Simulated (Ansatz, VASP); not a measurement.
## Two plane-wave programs on MgO

```
Mg O
1.0
     4.16071    0.00000    0.00000
     0.00000   -4.16071    0.00000
     0.00000    0.00000   -4.16071
Mg O
4 4
Direct
  0.00000 0.00000 0.12498
  0.50000 0.50000 0.00000
  0.50000 0.00000 0.50000
  0.00000 0.50000 0.50000
  0.50000 0.00000 0.00000
  0.00000 0.50000 0.00000
  0.00000 0.00000 0.50000
  0.50000 0.50000 0.50000
```

Alike in both runs: task single point; functional LDA; k mesh 6 × 6 × 6; occupations gaussian, width 0.05 eV; no spin polarisation.

|  | VASP | Ansatz |
| --- | --- | --- |
| version | VASP 6.6.1 | Ansatz 0.2.0 |
| potentials or method | VASP PAW LDA potentials, release 64 (Mg_sv, O), cutoff 840 eV | scalar-relativistic, plane waves, PAW |
| valence electrons in the cell | 64 | 64 |

```tsv
	VASP	Ansatz	Ansatz less VASP
gap on the k mesh at the Fermi level (eV)	4.93	4.92	-0.008
least direct gap on the mesh (eV)	4.93	4.92	-0.008
pressure (GPa)	12.8	12.0	-0.88
traceless stress, the component that is largest in VASP (GPa)	23.02	22.13	-0.893
rms of the force components (eV/Å)	3.422	3.298	-0.1243
```

Ansatz warns that its potentials were made for another functional, while VASP's fit it. LDA's correlation is that of Perdew and Zunger in VASP and of Perdew and Wang (1992) in Ansatz. Atom by atom the forces differ by 0.127 eV/Å (rms over components).
